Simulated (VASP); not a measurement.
# Zr3Ti2C5 (I4/mmm) in VASP: single point with PBE

Aim: the single point of Zr3Ti2C5 with PBE.

Program: VASP 6.6.1. These are calculated values, not measurements. Logs are shortened: lines on timing, memory, paths and dates and some standing lists are left out, and cuts for length are marked.

## 1. The cell of the first run

Symmetry: I4/mmm, No. 139, tetragonal system. The conventional cell has a = 3.247 Å, b = 3.247 Å, c = 22.773 Å, α = 90.00°, β = 90.00°, γ = 90.00°. Zr (site symmetry 4mm) has 6 C at 2.27 to 2.39 Å within 3.0 Å. Within 3.0 Å of Zr (site symmetry 4/mmm) lie 6 C at 2.30 to 2.40 Å. Within 2.8 Å of Ti (site symmetry 4mm) lie 6 C at 2.09 to 2.30 Å. C (site symmetry 4mm) has 5 Ti at 2.09 to 2.30 Å and 1 Zr at 2.27 Å within 2.8 Å. Within 3.0 Å of C (site symmetry 4mm) lie 1 Ti at 2.24 Å and 5 Zr at 2.30 to 2.40 Å. Within 3.0 Å of C (site symmetry 4/mmm) lie 6 Zr at 2.30 to 2.39 Å.

## 2. Single point, PBE

INCAR reads:

```
PREC     = Accurate       # precision mode
ENCUT    = 520            # plane-wave cutoff, eV
EDIFF    = 1E-6           # SCF threshold, eV
ISMEAR   = 0              # smearing method
SIGMA    = 0.2            # smearing width, eV
LREAL    = False          # projectors in reciprocal space
LASPH    = True           # aspherical terms in the spheres
NELM     = 80             # most SCF steps
ALGO     = Normal         # electronic algorithm
ISIF     = 2              # what is computed and relaxed
LWAVE    = False          # write WAVECAR
LCHARG   = False          # write CHGCAR
GGA      = PE             # functional
NBANDS   = 51             # bands
```

KPOINTS reads:

```
Automatic mesh
0
Gamma
  6 6 6
```

POSCAR reads:

```
Zr3Ti2C5
1.0
    0.0000000000     -3.2473367127      0.0000000000
    3.2473367127      0.0000000000      0.0000000000
   -1.6236683564      1.6236683564     11.3864471265
Zr Ti C
3 2 5
Direct
    0.6048847033      0.6048847033      0.2097694067
    0.0000000000      0.0000000000      0.0000000000
    0.3951152967      0.3951152967      0.7902305933
    0.7963641740      0.7963641740      0.5927283481
    0.2036358260      0.2036358260      0.4072716519
    0.7046286471      0.7046286471      0.4092572942
    0.1052948202      0.1052948202      0.2105896404
    0.5000000000      0.5000000000      0.0000000000
    0.8947051798      0.8947051798      0.7894103596
    0.2953713529      0.2953713529      0.5907427058
```

Potentials or basis: VASP PAW PBE potentials, release 64 (Zr_sv, Ti_sv, C).

Started as:

```
$ cat potpaw_PBE.64/Zr_sv/POTCAR potpaw_PBE.64/Ti_sv/POTCAR potpaw_PBE.64/C/POTCAR > POTCAR
$ mpirun -np 1 vasp_std > vasp.out
```

OUTCAR:

```text
PREC = Accurate
   ENCUT = 520
   EDIFF = 1E-6
   ISMEAR = 0
   LREAL = False
   LASPH = True
   NELM = 80
   ISIF = 2
   GGA = PE

 ion  position               nearest neighbor table
   1  0.605  0.605  0.210-   6 2.27   7 2.30   7 2.30   7 2.30   7 2.30   8 2.39   5 3.21   5 3.21
                             5 3.21   5 3.21   2 3.31   2 3.31   2 3.31   2 3.31
   2  0.000  0.000  0.000-   8 2.30   8 2.30   8 2.30   8 2.30   9 2.40   7 2.40   3 3.31   1 3.31
                             3 3.31   1 3.31   3 3.31   1 3.31   3 3.31   1 3.31
   3  0.395  0.395  0.790-  10 2.27   9 2.30   9 2.30   9 2.30   9 2.30   8 2.39   4 3.21   4 3.21
                             4 3.21   4 3.21   2 3.31   2 3.31   2 3.31   2 3.31
   4  0.796  0.796  0.593-   6 2.09   9 2.24  10 2.30  10 2.30  10 2.30  10 2.30   3 3.21   3 3.21
                             3 3.21   3 3.21
   5  0.204  0.204  0.407-  10 2.09   7 2.24   6 2.30   6 2.30   6 2.30   6 2.30   1 3.21   1 3.21
                             1 3.21   1 3.21
   6  0.705  0.705  0.409-   4 2.09   1 2.27   5 2.30   5 2.30   5 2.30   5 2.30
   7  0.105  0.105  0.211-   5 2.24   1 2.30   1 2.30   1 2.30   1 2.30   2 2.40
   8  0.500  0.500  0.000-   2 2.30   2 2.30   2 2.30   2 2.30   3 2.39   1 2.39
   9  0.895  0.895  0.789-   4 2.24   3 2.30   3 2.30   3 2.30   3 2.30   2 2.40
  10  0.295  0.295  0.591-   5 2.09   3 2.27   4 2.30   4 2.30   4 2.30   4 2.30

  LATTYP: Found a body centered tetragonal cell.
 ALAT       =     3.2473367127
 C/A-ratio  =     7.0127911787

  Lattice vectors:

 A1 = (  -1.6236683563,  -1.6236683564, -11.3864471265)
 A2 = (   1.6236683564,   1.6236683563, -11.3864471265)
 A3 = (   1.6236683563,  -1.6236683563,  11.3864471265)

Analysis of symmetry for initial positions (statically):
=====================================================================
 Subroutine PRICEL returns:
 Original cell was already a primitive cell.

 Routine SETGRP: Setting up the symmetry group for a
 body centered tetragonal supercell.

 Subroutine GETGRP returns: Found 16 space group operations
 (whereof 16 operations were pure point group operations)
 out of a pool of 16 trial point group operations.

The static configuration has the point symmetry D_4h.

Analysis of symmetry for dynamics (positions and initial velocities):
=====================================================================
 Subroutine PRICEL returns:
 Original cell was already a primitive cell.

 Routine SETGRP: Setting up the symmetry group for a
 body centered tetragonal supercell.

 Subroutine GETGRP returns: Found 16 space group operations
 (whereof 16 operations were pure point group operations)
 out of a pool of 16 trial point group operations.

The dynamic configuration has the point symmetry D_4h.

 Subroutine INISYM returns: Found 16 space group operations
 (whereof 16 operations are pure point group operations),
 and found     1 'primitive' translations

----------------------------------------------------------------------------------------

                                     Primitive cell

  volume of cell :     120.0723

  direct lattice vectors                    reciprocal lattice vectors
     0.000000000 -3.247336713  0.000000000     0.000000000 -0.307944660  0.043911854
     3.247336713  0.000000000  0.000000000     0.307944660  0.000000000  0.043911854
    -1.623668356  1.623668356 11.386447127     0.000000000  0.000000000  0.087823707

  length of vectors
     3.247336713  3.247336713 11.615669418     0.311059744  0.311059744  0.087823707

  position of ions in fractional coordinates (direct lattice)
     0.604884703  0.604884703  0.209769407
     0.000000000  0.000000000  0.000000000
     0.395115297  0.395115297  0.790230593
     0.796364174  0.796364174  0.592728348
     0.203635826  0.203635826  0.407271652
     0.704628647  0.704628647  0.409257294
     0.105294820  0.105294820  0.210589640
     0.500000000  0.500000000  0.000000000
     0.894705180  0.894705180  0.789410360
     0.295371353  0.295371353  0.590742706

  ion indices of the primitive-cell ions
   primitive index   ion index
                 1           1
                 2           2
                 3           3
                 4           4
                 5           5
                 6           6
                 7           7
                 8           8
                 9           9
                10          10

----------------------------------------------------------------------------------------

 KPOINTS: Automatic mesh

Automatic generation of k-mesh.
 Grid dimensions read from file:
 generate k-points for:    6    6    6

 Generating k-lattice:

  Cartesian coordinates                     Fractional coordinates (reciprocal lattice)
     0.000000000 -0.051324110  0.007318642     0.166666667  0.000000000  0.000000000
     0.051324110  0.000000000  0.007318642     0.000000000  0.166666667  0.000000000
     0.000000000  0.000000000  0.014637285     0.000000000  0.000000000  0.166666667

  Length of vectors
     0.051843291  0.051843291  0.014637285

  Shift w.r.t. Gamma in fractional coordinates (k-lattice)
     0.000000000  0.000000000  0.000000000

 Subroutine IBZKPT returns following result:
 ===========================================

 Found     30 irreducible k-points:

 Following reciprocal coordinates:
            Coordinates               Weight
  0.000000  0.000000  0.000000      1.000000
  0.166667  0.000000 -0.000000      8.000000
  0.333333  0.000000  0.000000      8.000000
  0.500000  0.000000  0.000000      4.000000
  0.166667  0.166667 -0.000000      8.000000
  0.333333  0.166667  0.000000     16.000000
[... 16 lines left out ...]
 -0.333333  0.333333  0.166667      8.000000
  0.500000  0.500000  0.166667      4.000000
 [... further k-points ...]
   k-points           NKPTS =     30   k-points in BZ     NKDIM =     30   number of bands    NBANDS=     51
   number of dos      NEDOS =    301   number of ions     NIONS =     10
   total plane-waves  NPLWV =  51840
   dimension x,y,z NGX =    24 NGY =   24 NGZ =   90
   dimension x,y,z NGXF=    48 NGYF=   48 NGZF=  180
   ions per type =               3   2   5
   NGX,Y,Z   is equivalent  to a cutoff of  12.29, 12.29, 12.88 a.u.
   NGXF,Y,Z  is equivalent  to a cutoff of  24.57, 24.57, 25.76 a.u.
 SYSTEM =  unknown system
   PREC   = accura    normal or accurate (medium, high low for compatibility)
   ISTART =      0    job   : 0-new  1-cont  2-samecut
   ICHARG =      2    charge: 1-file 2-atom 10-const
   ISPIN  =      1    spin polarized calculation?
   LNONCOLLINEAR =      F non collinear calculations
   LSORBIT =      F    spin-orbit coupling
   LASPH  =      T    aspherical Exc in radial PAW
   ENCUT  =  520.0 eV  38.22 Ry    6.18 a.u.   6.04  6.04 21.60*2*pi/ulx,y,z
   NELM   =     80;   NELMIN=  2; NELMDL= -5     # of ELM steps
   EDIFF  = 0.1E-05   stopping-criterion for ELM
   LREAL  =      F    real-space projection
   EDIFFG = 0.1E-04   stopping-criterion for IOM
   NSW    =      0    number of steps for IOM
   IBRION =     -1    ionic relax: 0-MD 1-quasi-New 2-CG
   NFREE  =      0    steps in history (QN), initial steepest desc. (CG)
   ISIF   =      2    stress and relaxation
   ISYM   =      2    0-nonsym 1-usesym 2-fastsym
   POTIM  = 0.5000    time-step for ionic-motion
   TEBEG  =    0.0;   TEEND  =   0.0 temperature during run
   PSTRESS=    0.0 pullay stress
   NELECT =      80.0000    total number of electrons
   NUPDOWN=      -1.0000    fix difference up-down
   EMIN   =  10.00;   EMAX   =-10.00  energy-range for DOS
   EFERMI =   0.00;   METHOD = LEGACY
   ISMEAR =     0;   SIGMA  =   0.20  broadening in eV -4-tet -1-fermi 0-gaus
   EFERMI_NEDOS =   21; number of points for ismear=-14 and -15
   IALGO  =     38    algorithm
   IMIX   =      4    mixing-type and parameters
     AMIX     =   0.40;   BMIX     =  1.00
     AMIX_MAG =   1.60;   BMIX_MAG =  1.00
  volume/ion in A,a.u.               =      12.01        81.03
  Fermi-wavevector in a.u.,A,eV,Ry     =   1.429850  2.702025 27.816724  2.044472
  Thomas-Fermi vector in A             =   2.549759
   LORBIT       =      0    0 simple, 1 ext, 2 COOP (PROOUT), +10 PAW based schemes
   GGA     = PE    functional components
   LHFCALC =     F    Hartree Fock is set to
   AEXX    =    0.0000 exact exchange contribution
   IVDW    =     0    specifies the selected vdW correction
   LEPSILON=     F    determine dielectric tensor
   LRPA    =     F    only Hartree local field effects (RPA)
 non-spin polarized calculation
 Gauss-broadening in eV      SIGMA  =   0.20
  energy-cutoff  :      520.00
  volume of cell :      120.07
 maximum number of plane-waves:      3262
   NGX = 13   NGY = 13   NGZ = 43

 number of electron      79.9999999 magnetization

 Free energy of the ion-electron system (eV)
  ---------------------------------------------------
  ext. energy  EPLUGINS =         0.00000000
  ---------------------------------------------------
  free energy    TOTEN  =       -95.16123252 eV

  energy without entropy =      -95.13559740  energy(sigma->0) =      -95.14841496

 E-fermi :   9.3826     XC(G=0): -12.2577

 val. band max:        9.3806066136   @ k =   0.5000   0.5000   0.0000
 cond. band min:       9.4232838574   @ k =   0.0000   0.0000   0.0000
 fundamental gap:      0.0426772439
 Fermi energy:         9.3826414862

 k-point     1 :       0.0000    0.0000    0.0000
  band No.  band energies     occupation
      1     -47.4769      2.00000
      2     -47.4395      2.00000
      3     -38.5840      2.00000
      4     -38.4704      2.00000
      5     -38.4479      2.00000
      6     -23.7323      2.00000
[... 43 lines left out ...]
     50      11.4385      0.00000
     51      12.7262      0.00000

 k-point     2 :       0.1667    0.0000   -0.0000
  band No.  band energies     occupation
      1     -47.4716      2.00000
      2     -47.4393      2.00000
      3     -38.5677      2.00000
      4     -38.4589      2.00000
      5     -38.4412      2.00000
      6     -23.7476      2.00000
[... 43 lines left out ...]
     50      12.4117      0.00000
     51      12.6631      0.00000

 k-point     3 :       0.3333    0.0000    0.0000
  band No.  band energies     occupation
      1     -47.4592      2.00000
      2     -47.4405      2.00000
      3     -38.5336      2.00000
      4     -38.4356      2.00000
      5     -38.4291      2.00000
      6     -23.8175      2.00000
[... 43 lines left out ...]
     50      13.0046      0.00000
     51      13.2435      0.00000
[... 1027 lines left out ...]
 k-point    23 :      -0.3333    0.3333    0.1667
  band No.  band energies     occupation
      1     -47.4463      2.00000
      2     -47.4370      2.00000
      3     -38.4947      2.00000
      4     -38.4014      2.00000
      5     -38.3997      2.00000
      6     -23.8090      2.00000
[... 43 lines left out ...]
     50      13.1641      0.00000
     51      13.6140      0.00000

 k-point    24 :       0.5000    0.5000    0.1667
  band No.  band energies     occupation
      1     -47.4361      2.00000
      2     -47.4361      2.00000
      3     -38.4702      2.00000
      4     -38.3786      2.00000
      5     -38.3785      2.00000
      6     -23.8420      2.00000
[... 43 lines left out ...]
     50      12.5665      0.00000
     51      13.1292      0.00000

 [... further k-points ...]

------------------------ aborting loop because EDIFF is reached ----------------------------------------

  FORCE on cell =-STRESS in cart. coord.  units (eV):
  Direction    XX          YY          ZZ          XY          YZ          ZX
  --------------------------------------------------------------------------------------
  -------------------------------------------------------------------------------------
  Total        0.1058583      0.1058583      0.3055160      0.0000000      0.0000000     -0.0000000
  in kB        1.4125133      1.4125133      4.0766340      0.0000000      0.0000000     -0.0000000
  external PRESSURE =       2.3005535 kB  Pullay stress =       0.0000000 kB

 VOLUME and BASIS-vectors are now :
 -----------------------------------------------------------------------------
  energy-cutoff  :      520.00
  volume of cell :      120.07
      direct lattice vectors                 reciprocal lattice vectors
     0.000000000 -3.247336713  0.000000000     0.000000000 -0.307944660  0.043911854
     3.247336713  0.000000000  0.000000000     0.307944660  0.000000000  0.043911854
    -1.623668356  1.623668356 11.386447127     0.000000000  0.000000000  0.087823707

 POSITION                                       TOTAL-FORCE (eV/Angst)
 -----------------------------------------------------------------------------------
      1.62367     -1.62367      2.38853        -0.000000      0.000000      0.010763
      0.00000      0.00000      0.00000         0.000000     -0.000000     -0.000000
      0.00000     -0.00000      8.99792         0.000000     -0.000000     -0.010763
      1.62367     -1.62367      6.74907         0.000000     -0.000000     -0.001245
      0.00000     -0.00000      4.63738        -0.000000      0.000000      0.001245
      1.62367     -1.62367      4.65999         0.000000     -0.000000     -0.004485
     -0.00000      0.00000      2.39787        -0.000000      0.000000      0.014384
      1.62367     -1.62367      0.00000        -0.000000     -0.000000     -0.000000
      1.62367     -1.62367      8.98858         0.000000     -0.000000     -0.014384
     -0.00000      0.00000      6.72646        -0.000000      0.000000      0.004485
 -----------------------------------------------------------------------------------
    total drift:                               -0.000000      0.000000      0.000000

  FREE ENERGIE OF THE ION-ELECTRON SYSTEM (eV)
  ---------------------------------------------------
  free  energy   TOTEN  =       -95.1612325156 eV

  energy  without entropy=      -95.1355973980  energy(sigma->0) =      -95.14841496
```

Wall time 6 min (1 thread of Intel Xeon 8259CL, shared host); peak memory 0.31 GiB.

Results:

- Free energy: -95.1612 eV
- Pressure: 0.2 GPa
- Largest force: 0.014 eV/Å
- Band gap on the k mesh: zero (bands 40 and 41 overlap by 0.32 eV)

Forces on the atoms (eV/Å):
```
Zr   0.000  0.000  0.011
Zr   0.000  0.000  0.000
Zr   0.000  0.000 -0.011
Ti   0.000  0.000 -0.001
Ti   0.000  0.000  0.001
C    0.000  0.000 -0.004
C    0.000  0.000  0.014
C    0.000  0.000  0.000
C    0.000  0.000 -0.014
C    0.000  0.000  0.004
```

The gap in the log of VASP goes by the Fermi energy; the results here count the filled bands.